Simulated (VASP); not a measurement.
The system is ZnSe.

```xyz
2
Lattice="0.0000 2.8324 2.8324 2.8324 0.0000 2.8324 2.8324 2.8324 0.0000" Properties=species:S:1:pos:R:3 pbc="T T T"
Zn    0.0000    0.0000    0.0000
Se    1.4162    1.4162    1.4162
```

Base run:

```yaml
Program: VASP 6.6.1
Functional: r2SCAN
Dispersion: D3(BJ)
Potentials_or_basis: VASP PAW PBE potentials, release 64 (Zn, Se)
Cutoff: 520 eV
k_mesh: 6 × 6 × 6
Occupations: gaussian, width 0.01 eV
Spin: no spin polarisation
```

Its results: band gap on the k mesh 1.87 eV, direct; pressure -0.9 GPa.

Q: The run is repeated on the same cell with these changes: dispersion from D3(BJ) to none. What comes out?

A: Band gap on the k mesh 1.87 eV, direct; pressure 0.1 GPa.

Dispersion adds attraction, which lowers the pressure at fixed volume and, as a term added to the energy, leaves the levels alone.

Caveats: the PAW data sets were made with another functional, which shifts forces and pressure a little.

